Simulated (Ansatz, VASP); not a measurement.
## Two plane-wave programs on KMgH3

```
CELL_PARAMETERS angstrom
4.12563 0.00000 0.00000
0.00000 4.12563 0.00000
0.00000 0.00000 4.02500
ATOMIC_POSITIONS crystal
K 0.00000 0.00000 0.00000
Mg 0.50000 0.50000 0.50000
H 0.00000 0.50000 0.50000
H 0.50000 0.00000 0.50000
H 0.50000 0.50000 0.00000
```

Change from the starting cell: strain +0.025 along x and y, +0.000 along z, atoms carried along.

Alike in both runs: task single point; functional LDA; k mesh 8 × 8 × 8; occupations gaussian, width 0.05 eV; no spin polarisation.

|  | VASP | Ansatz |
| --- | --- | --- |
| version | VASP 6.6.1 | Ansatz 0.2.0 |
| potentials or method | VASP PAW LDA potentials, release 64 (K_sv, Mg, H), cutoff 520 eV | scalar-relativistic, plane waves, PAW |
| valence electrons in the cell | 14 | 22 |

```tsv
	VASP	Ansatz	Ansatz less VASP
gap on the k mesh at the Fermi level (eV)	1.90	1.90	+0.006
least direct gap on the mesh (eV)	3.95	3.95	0.000
pressure (GPa)	-4.5	-4.2	+0.27
traceless stress, the component that is largest in VASP (GPa)	0.65	0.64	-0.004
```

LDA's correlation is that of Perdew and Zunger in VASP and of Perdew and Wang (1992) in Ansatz. VASP's potentials hold 14 valence electrons a cell and Ansatz's 22, so a difference there can come from the potentials and not from the codes.
